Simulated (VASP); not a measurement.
The system is NiO.

```
Ni O
1.0
     0.00000    2.04332    2.04332
     2.04332    0.00000    2.04332
     2.04332    2.04332    0.00000
Ni O
1 1
Direct
  0.00000 0.00000 0.00000
  0.50000 0.50000 0.50000
```

Base run:

* Program: VASP 6.6.1
* Functional: PBE exchange alone
* Potentials or basis: VASP PAW PBE potentials, release 64 (Ni, O)
* Cutoff: 520 eV
* k mesh: 11 × 11 × 11
* Occupations: fermi-dirac, width 0.05 eV
* Spin: collinear spin, ferromagnetic start
* Starting moments: [1.0, 0.0] μB

Its results: pressure 50.0 GPa; net moment 1.76 μB per cell; site moments Ni +1.45; O +0.27 μB.

Q: The run is repeated on the same cell with these changes: functional from PBE exchange alone to RPBE. What comes out?

A: Pressure 26.5 GPa; net moment 1.58 μB per cell; site moments Ni +1.31; O +0.23 μB.

Caveats: the cell stands under pressure; a cell with one magnetic atom can't hold antiferromagnetic order, which such compounds often take; the PAW data sets were made with another functional, which shifts forces and pressure a little (at least some runs).
